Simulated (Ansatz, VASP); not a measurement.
# HfO3 in VASP and in Ansatz

```
CELL_PARAMETERS angstrom
3.82801 0.00000 0.00000
-1.91400 3.31515 0.00000
0.00000 0.00000 4.05765
ATOMIC_POSITIONS crystal
Hf 0.00000 0.00000 0.00000
O 0.00000 0.00000 0.50000
O 0.33333 0.66667 0.18705
O 0.33333 0.66667 0.81295
```

Change from the starting cell: species swapped into the InAg3 type (P-6m2, No. 187).

Alike in both runs: task relaxation of cell and atoms; functional PBE; k mesh 12 × 12 × 10; occupations gaussian, width 0.01 eV; no spin polarisation.

|  | VASP | Ansatz |
| --- | --- | --- |
| version | VASP 6.6.1 | Ansatz 0.2.0 |
| potentials or method | VASP PAW PBE potentials, release 64 (Hf_pv, O), cutoff 600 eV | scalar-relativistic, plane waves, PAW |
| valence electrons in the cell | 28 | 44 |

```tsv
	VASP	Ansatz	Ansatz less VASP
gap on the k mesh at the Fermi level, each at its own relaxed structure (eV)	0.21	0.28	+0.068
relaxed volume (Å³/atom)	12.70	12.89	+0.184
relaxed cell length with the largest relative difference (Å)	3.809	3.831	+0.0218
```

VASP's potentials hold 28 valence electrons a cell and Ansatz's 44, so a difference there can come from the potentials and not from the codes.

Neither program's run includes spin-orbit coupling.
